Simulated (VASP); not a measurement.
# Cl (Pm-3m) in VASP: single point with PBE

Aim: the single point of Cl with PBE.

Everything below comes from runs of VASP 6.6.1. Logs are shortened: lines on timing, memory, paths and dates and some standing lists are left out, and cuts for length are marked.

**1. The cell of the first run**

It takes space group Pm-3m (No. 221, cubic). Conventional cell: a = 2.919 Å, b = 2.919 Å, c = 2.919 Å, α = 90.00°, β = 90.00°, γ = 90.00°. Within 3.8 Å of Cl (site symmetry m-3m) lie 6 Cl at 2.92 Å.

**2. Single point, PBE**

Input file INCAR:

```
PREC     = Accurate       # precision mode
ENCUT    = 520            # plane-wave cutoff, eV
EDIFF    = 1E-6           # SCF threshold, eV
ISMEAR   = -1             # smearing method
SIGMA    = 0.06122561905347299 # smearing width, eV
LREAL    = F              # projectors in reciprocal space
LASPH    = T              # aspherical terms in the spheres
NELM     = 80             # most SCF steps
ALGO     = Normal         # electronic algorithm
ISIF     = 2              # what is computed and relaxed
LWAVE    = F              # write WAVECAR
LCHARG   = T              # write CHGCAR
GGA      = PE             # functional
LELF     = T              # ELF
LVHAR    = T            
NBANDS   = 10             # bands
```

Input file KPOINTS:

```
regular mesh
0
Gamma
  38 38 38
```

Input file POSCAR:

```
Cl
1.0
    2.9187716654      0.0000000000      0.0000000000
    0.0000000000      2.9187716654      0.0000000000
    0.0000000000      0.0000000000      2.9187716654
Cl
1
Direct
    0.0000000000      0.0000000000      0.0000000000
```

Potentials or basis: VASP PAW PBE potentials, release 64 (Cl).

Launch:

```
> cat potpaw_PBE.64/Cl/POTCAR > POTCAR
> mpirun -np 1 vasp_std > vasp.out
```

OUTCAR:

```text
PREC = Accurate
   ENCUT = 520
   EDIFF = 1E-6
   ISMEAR = -1
   LREAL = F
   LASPH = T
   NELM = 80
   ISIF = 2
   GGA = PE

 ion  position               nearest neighbor table
   1  0.000  0.000  0.000-

  LATTYP: Found a simple cubic cell.
 ALAT       =     2.9187716654

  Lattice vectors:

 A1 = (   2.9187716654,   0.0000000000,   0.0000000000)
 A2 = (   0.0000000000,   2.9187716654,   0.0000000000)
 A3 = (   0.0000000000,   0.0000000000,   2.9187716654)

Analysis of symmetry for initial positions (statically):
=====================================================================
 Subroutine PRICEL returns:
 Original cell was already a primitive cell.

 Routine SETGRP: Setting up the symmetry group for a
 simple cubic supercell.

 Subroutine GETGRP returns: Found 48 space group operations
 (whereof 48 operations were pure point group operations)
 out of a pool of 48 trial point group operations.

The static configuration has the point symmetry O_h .

Analysis of symmetry for dynamics (positions and initial velocities):
=====================================================================
 Subroutine PRICEL returns:
 Original cell was already a primitive cell.

 Routine SETGRP: Setting up the symmetry group for a
 simple cubic supercell.

 Subroutine GETGRP returns: Found 48 space group operations
 (whereof 48 operations were pure point group operations)
 out of a pool of 48 trial point group operations.

The dynamic configuration has the point symmetry O_h .

 Subroutine INISYM returns: Found 48 space group operations
 (whereof 48 operations are pure point group operations),
 and found     1 'primitive' translations

----------------------------------------------------------------------------------------

                                     Primitive cell

  volume of cell :      24.8657

  direct lattice vectors                    reciprocal lattice vectors
     2.918771665  0.000000000  0.000000000     0.342609877  0.000000000  0.000000000
     0.000000000  2.918771665  0.000000000     0.000000000  0.342609877  0.000000000
     0.000000000  0.000000000  2.918771665     0.000000000  0.000000000  0.342609877

  length of vectors
     2.918771665  2.918771665  2.918771665     0.342609877  0.342609877  0.342609877

  position of ions in fractional coordinates (direct lattice)
     0.000000000  0.000000000  0.000000000

  ion indices of the primitive-cell ions
   primitive index   ion index
                 1           1

----------------------------------------------------------------------------------------

 KPOINTS: regular mesh

Automatic generation of k-mesh.
 Grid dimensions read from file:
 generate k-points for:   38   38   38

 Generating k-lattice:

  Cartesian coordinates                     Fractional coordinates (reciprocal lattice)
     0.009016049  0.000000000  0.000000000     0.026315789  0.000000000  0.000000000
     0.000000000  0.009016049  0.000000000     0.000000000  0.026315789  0.000000000
     0.000000000  0.000000000  0.009016049     0.000000000  0.000000000  0.026315789

  Length of vectors
     0.009016049  0.009016049  0.009016049

  Shift w.r.t. Gamma in fractional coordinates (k-lattice)
     0.000000000  0.000000000  0.000000000

 Subroutine IBZKPT returns following result:
 ===========================================

 Found   1540 irreducible k-points:

 Following reciprocal coordinates:
            Coordinates               Weight
  0.000000  0.000000  0.000000      1.000000
  0.026316  0.000000  0.000000      6.000000
  0.052632  0.000000  0.000000      6.000000
  0.078947  0.000000  0.000000      6.000000
  0.105263  0.000000  0.000000      6.000000
  0.131579  0.000000  0.000000      6.000000
[... 16 lines left out ...]
  0.078947  0.026316  0.000000     24.000000
  0.105263  0.026316  0.000000     24.000000
 [... further k-points ...]
   k-points           NKPTS =   1540   k-points in BZ     NKDIM =   1540   number of bands    NBANDS=     10
   number of dos      NEDOS =    301   number of ions     NIONS =      1
   total plane-waves  NPLWV =  13824
   dimension x,y,z NGX =    24 NGY =   24 NGZ =   24
   dimension x,y,z NGXF=    48 NGYF=   48 NGZF=   48
   ions per type =               1
   NGX,Y,Z   is equivalent  to a cutoff of  13.67, 13.67, 13.67 a.u.
   NGXF,Y,Z  is equivalent  to a cutoff of  27.34, 27.34, 27.34 a.u.
 SYSTEM =  unknown system
   PREC   = accura    normal or accurate (medium, high low for compatibility)
   ISTART =      0    job   : 0-new  1-cont  2-samecut
   ICHARG =      2    charge: 1-file 2-atom 10-const
   ISPIN  =      1    spin polarized calculation?
   LNONCOLLINEAR =      F non collinear calculations
   LSORBIT =      F    spin-orbit coupling
   LASPH  =      T    aspherical Exc in radial PAW
   ENCUT  =  520.0 eV  38.22 Ry    6.18 a.u.   5.43  5.43  5.43*2*pi/ulx,y,z
   NELM   =     80;   NELMIN=  2; NELMDL= -5     # of ELM steps
   EDIFF  = 0.1E-05   stopping-criterion for ELM
   LREAL  =      F    real-space projection
   EDIFFG = 0.1E-04   stopping-criterion for IOM
   NSW    =      0    number of steps for IOM
   IBRION =     -1    ionic relax: 0-MD 1-quasi-New 2-CG
   NFREE  =      0    steps in history (QN), initial steepest desc. (CG)
   ISIF   =      2    stress and relaxation
   ISYM   =      2    0-nonsym 1-usesym 2-fastsym
   POTIM  = 0.5000    time-step for ionic-motion
   TEBEG  =    0.0;   TEEND  =   0.0 temperature during run
   PSTRESS=    0.0 pullay stress
   NELECT =       7.0000    total number of electrons
   NUPDOWN=      -1.0000    fix difference up-down
   EMIN   =  10.00;   EMAX   =-10.00  energy-range for DOS
   EFERMI =   0.00;   METHOD = LEGACY
   ISMEAR =    -1;   SIGMA  =   0.06  broadening in eV -4-tet -1-fermi 0-gaus
   EFERMI_NEDOS =   21; number of points for ismear=-14 and -15
   IALGO  =     38    algorithm
   IMIX   =      4    mixing-type and parameters
     AMIX     =   0.40;   BMIX     =  1.00
     AMIX_MAG =   1.60;   BMIX_MAG =  1.00
  volume/ion in A,a.u.               =      24.87       167.80
  Fermi-wavevector in a.u.,A,eV,Ry     =   1.072937  2.027556 15.662931  1.151193
  Thomas-Fermi vector in A             =   2.208721
   LORBIT       =      0    0 simple, 1 ext, 2 COOP (PROOUT), +10 PAW based schemes
   GGA     = PE    functional components
   LHFCALC =     F    Hartree Fock is set to
   AEXX    =    0.0000 exact exchange contribution
   IVDW    =     0    specifies the selected vdW correction
   LEPSILON=     F    determine dielectric tensor
   LRPA    =     F    only Hartree local field effects (RPA)
 non-spin polarized calculation
  energy-cutoff  :      520.00
  volume of cell :       24.87
 maximum number of plane-waves:       691
 NGX is ok and might be reduce to    24
   NGX = 11   NGY = 11   NGZ = 11

 number of electron       7.0000001 magnetization

 Free energy of the ion-electron system (eV)
  ---------------------------------------------------
  ext. energy  EPLUGINS =         0.00000000
  ---------------------------------------------------
  free energy    TOTEN  =        -1.17216407 eV

  energy without entropy =       -1.15289824  energy(sigma->0) =       -1.16253116

 E-fermi :   0.7056     XC(G=0):  -8.6155

 val. band max:        0.7053385315   @ k =   0.1842   0.0263   0.0263
 cond. band min:       0.7059903900   @ k =   0.3684   0.0789   0.0000
 fundamental gap:      0.0006518585
 Fermi energy:         0.7056000281

 k-point     1 :       0.0000    0.0000    0.0000
  band No.  band energies     occupation
      1     -14.6361      2.00000
      2       0.5909      1.73388
      3       0.5909      1.73388
      4       0.5909      1.73388
      5       8.7535      0.00000
      6      11.1804      0.00000
      7      11.1804      0.00000
      8      21.0699      0.00000
      9      21.0699      0.00000
     10      21.0699      0.00000

 k-point     2 :       0.0263    0.0000    0.0000
  band No.  band energies     occupation
      1     -14.6306      2.00000
      2       0.5466      1.86129
      3       0.5942      1.72107
      4       0.5942      1.72107
      5       8.7821      0.00000
      6      11.1881      0.00000
      7      11.2212      0.00000
      8      20.9828      0.00000
      9      20.9828      0.00000
     10      21.0739      0.00000

 k-point     3 :       0.0526    0.0000    0.0000
  band No.  band energies     occupation
      1     -14.6142      2.00000
      2       0.4178      1.98198
      3       0.6041      1.67983
      4       0.6041      1.67983
      5       8.8634      0.00000
      6      11.2112      0.00000
      7      11.3433      0.00000
      8      20.7453      0.00000
      9      20.7453      0.00000
     10      21.0861      0.00000

 k-point     4 :       0.0789    0.0000    0.0000
  band No.  band energies     occupation
      1     -14.5870      2.00000
      2       0.2148      1.99934
      3       0.6205      1.60139
      4       0.6205      1.60139
      5       8.9864      0.00000
      6      11.2493      0.00000
      7      11.5454      0.00000
      8      20.4060      0.00000
      9      20.4060      0.00000
     10      21.1061      0.00000
[... 222 lines left out ...]
 k-point    22 :       0.0526    0.0263    0.0000
  band No.  band energies     occupation
      1     -14.6087      2.00000
      2       0.4208      1.98109
      3       0.5606      1.82874
      4       0.6074      1.66492
      5       8.8922      0.00000
      6      11.2420      0.00000
      7      11.3600      0.00000
      8      20.6574      0.00000
      9      20.7337      0.00000
     10      21.0199      0.00000

 k-point    23 :       0.0789    0.0263    0.0000
  band No.  band energies     occupation
      1     -14.5815      2.00000
      2       0.2181      1.99930
      3       0.5770      1.78175
      4       0.6238      1.58382
      5       9.0155      0.00000
      6      11.2810      0.00000
      7      11.5603      0.00000
      8      20.3174      0.00000
      9      20.4003      0.00000
     10      21.0379      0.00000

 k-point    24 :       0.1053    0.0263    0.0000
  band No.  band energies     occupation
      1     -14.5442      2.00000
      2      -0.0445      1.99999
      3       0.5996      1.69896
      4       0.6461      1.45091
      5       9.1674      0.00000
      6      11.3339      0.00000
      7      11.8366      0.00000
      8      19.9197      0.00000
      9      20.0068      0.00000
     10      21.0651      0.00000

 [... further k-points ...]

------------------------ aborting loop because EDIFF is reached ----------------------------------------

  FORCE on cell =-STRESS in cart. coord.  units (eV):
  Direction    XX          YY          ZZ          XY          YZ          ZX
  --------------------------------------------------------------------------------------
  -------------------------------------------------------------------------------------
  Total       -0.2741102     -0.2741102     -0.2741102     -0.0000000     -0.0000000      0.0000000
  in kB      -17.6618171    -17.6618171    -17.6618171     -0.0000000     -0.0000000      0.0000000
  external PRESSURE =     -17.6618171 kB  Pullay stress =       0.0000000 kB

 VOLUME and BASIS-vectors are now :
 -----------------------------------------------------------------------------
  energy-cutoff  :      520.00
  volume of cell :       24.87
      direct lattice vectors                 reciprocal lattice vectors
     2.918771665  0.000000000  0.000000000     0.342609877  0.000000000  0.000000000
     0.000000000  2.918771665  0.000000000     0.000000000  0.342609877  0.000000000
     0.000000000  0.000000000  2.918771665     0.000000000  0.000000000  0.342609877

 POSITION                                       TOTAL-FORCE (eV/Angst)
 -----------------------------------------------------------------------------------
      0.00000      0.00000      0.00000         0.000000      0.000000      0.000000
 -----------------------------------------------------------------------------------
    total drift:                               -0.000000      0.000000      0.000000

  FREE ENERGIE OF THE ION-ELECTRON SYSTEM (eV)
  ---------------------------------------------------
  free  energy   TOTEN  =        -1.1721640698 eV

  energy  without entropy=       -1.1528982435  energy(sigma->0) =       -1.16253116
```

It took 3.6 min on 1 thread of Intel Xeon 8259CL, shared host; peak memory 0.4 GiB.

What came out:

| Quantity | Value |
| --- | --- |
| Free energy | -1.1722 eV |
| Pressure | -1.8 GPa |
| Band gap on the k mesh | zero (an odd number of electrons rules out a gap without spin polarisation) |

Caveat: an odd number of electrons without spin polarisation forces a metal; a magnetic or distorted state may lie lower.
